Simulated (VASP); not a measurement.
A run of VASP 6.6.1 is set up as follows.

INCAR

```
ALGO = Normal
EDIFF = 1E-6
ENCUT = 520
GGA = PE
ISIF = 2
ISMEAR = 0
LASPH = T
LCHARG = F
LREAL = F
LWAVE = F
NBANDS = 14
NELM = 60
PREC = Accurate
SIGMA = 0.02
```

The input KPOINTS:

```
k-points
0
Gamma
  10 10 10
```

The input POSCAR:

```
HfC
1.0
    0.0000000000      2.3250000000      2.3250000000
    2.3250000000      0.0000000000      2.3250000000
    2.3250000000      2.3250000000      0.0000000000
Hf C
1 1
Direct
    0.5000000000      0.5000000000      0.5000000000
    0.0000000000      0.0000000000      0.0000000000
```

Potentials or basis: VASP PAW PBE potentials, release 64 (Hf_pv, C).

The run is started by

```bash
$ cat potpaw_PBE.64/Hf_pv/POTCAR potpaw_PBE.64/C/POTCAR > POTCAR
$ mpirun -np 1 vasp_std > vasp.out
```

Task: What does it give for the pressure?

Result: -0.5 GPa.

Task: Predict the band gap on the k mesh.

Result: Zero (band 7 reaches 6.95 eV, above the bottom of band 8 at 5.55 eV).

Caveat: spin-orbit coupling is left out, which moves the levels of the heavy elements.
